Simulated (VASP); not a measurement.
SH2, 3 atoms in the cell. The cell holds a molecule in a box, 3 atoms: a = 12.326 Å, b = 12.826 Å, c = 13.326 Å, α = 90.00°, β = 90.00°, γ = 90.00°. 

- Program: VASP 6.6.1
- Task: single point
- Functional: PBE
- Dispersion: D3(BJ)
- Potentials or basis: VASP PAW PBE potentials, release 64 (S, H_h)
- Cutoff: 1000 eV
- k mesh: 1 × 1 × 1
- Occupations: gaussian, width 0.005 eV
- Spin: no spin polarisation
- Dipole correction: no
- Further INCAR settings: ALGO = Normal; EDIFF = 1e-06; NBANDS = 11; NELMDL = -8

Potentials or basis: VASP PAW PBE potentials, release 64 (S, H_h).

Run with:

```console
$ cat potpaw_PBE.64/S/POTCAR potpaw_PBE.64/H_h/POTCAR > POTCAR
$ mpirun -np 1 vasp_gam > vasp.out
```

Hardware: 1 thread of AMD EPYC 7R13 Processor (Zen 3), on a shared host.

Task: Estimate the wall time of this run.

Result: Wall time 5.4 min on 1 thread of AMD EPYC 7R13 Processor (Zen 3), with other jobs on the host, peak memory 3.5 GiB. Counts: scf iterations 26, k points 1.
